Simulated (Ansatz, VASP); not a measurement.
# BaHfO3 in VASP and in Ansatz

The input POSCAR:

```
BaHfO3
1.0
    4.1770587708      0.0000000000      0.0000000000
    0.0000000000      4.1770587708      0.0000000000
    0.0000000000      0.0000000000      4.1770587708
Ba Hf O
1 1 3
Direct
    0.0000000000      0.0000000000      0.0000000000
    0.5000000000      0.5000000000      0.5000000000
    0.5000000000      0.5000000000      0.0000000000
    0.5000000000      0.0000000000      0.5000000000
    0.0000000000      0.5000000000      0.5000000000
```

INCAR.step1

```
SYSTEM = BaHfO3
PREC = Accurate ; ENCUT = 520
EDIFF = 1E-5 ; ISMEAR = 0
SIGMA = 0.01 ; LREAL = .FALSE.
LASPH = .TRUE. ; NELM = 60
ALGO = Normal ; ISIF = 2
LWAVE = .TRUE. ; LCHARG = .FALSE.
NBANDS = 27 ; GGA = PE
```

File INCAR.step2:

```
SYSTEM = BaHfO3
PREC = Accurate ; ENCUT = 520
EDIFF = 1E-6 ; ISMEAR = 0
SIGMA = 0.01 ; LREAL = .FALSE.
LASPH = .TRUE. ; NELM = 60
ALGO = Normal ; ISIF = 2
LWAVE = .FALSE. ; LCHARG = .FALSE.
GGA = PE ; LHFCALC = .TRUE.
HFSCREEN = 0.2079 ; PRECFOCK = Fast
NBANDS = 27 ; ISTART = 1
```

The input KPOINTS:

```
Automatic mesh
0
G
  4 4 4
  0 0 0
```

Input for Ansatz:

```yaml
crystal:
  lattice:
    - [4.1770587708, 0.0, 0.0]
    - [0.0, 4.1770587708, 0.0]
    - [0.0, 0.0, 4.1770587708]
  atoms:
    - { symbol: Ba, position: [0.0, 0.0, 0.0] }
    - { symbol: Hf, position: [0.5, 0.5, 0.5] }
    - { symbol: O, position: [0.5, 0.5, 0.0] }
    - { symbol: O, position: [0.5, 0.0, 0.5] }
    - { symbol: O, position: [0.0, 0.5, 0.5] }
kpoints:
  mp_grid: { grid: [4, 4, 4] }
  band_path:
    path: [[0.0, 0.0, 0.0], [0.0, 0.5, 0.0], [0.5, 0.5, 0.0], [0.5, 0.5, 0.5]]
    npoints: 1
hamiltonian:
  xc: hse06
scf:
  occupations: { method: fixed }
  n_extra_bands: 5
output:
  forces: true
  stress: true
  eigenvalues: true
  write_density: true
  write_potential: true
  elf: true
  volumetric_format: npy
```

Alike in both runs: task single point; functional HSE06; k mesh 4 × 4 × 4; no spin polarisation.

```csv
,VASP,Ansatz
version,VASP 6.6.1,Ansatz 0.2.0
potentials or method,"VASP PAW PBE potentials, release 64 (Ba_sv, Hf_pv, O)","plane waves, PAW"
plane-wave cutoff (eV),520,420
occupations,"gaussian, width 0.01 eV",fixed
valence electrons in the cell,38,54
```

Ansatz gave:

```
gap on the k mesh at the Fermi level (eV) : 5.18
pressure (GPa)                            : -0.2
```

Q: Estimate VASP's values.

A: gap on the k mesh at the Fermi level (eV): 5.05; pressure (GPa): -1.5.

VASP's potentials hold 38 valence electrons a cell and Ansatz's 54, so a difference there can come from the potentials and not from the codes. Ansatz's warnings: stress exchange threshold loose, stress scf threshold loose.

Neither program's run includes spin-orbit coupling.
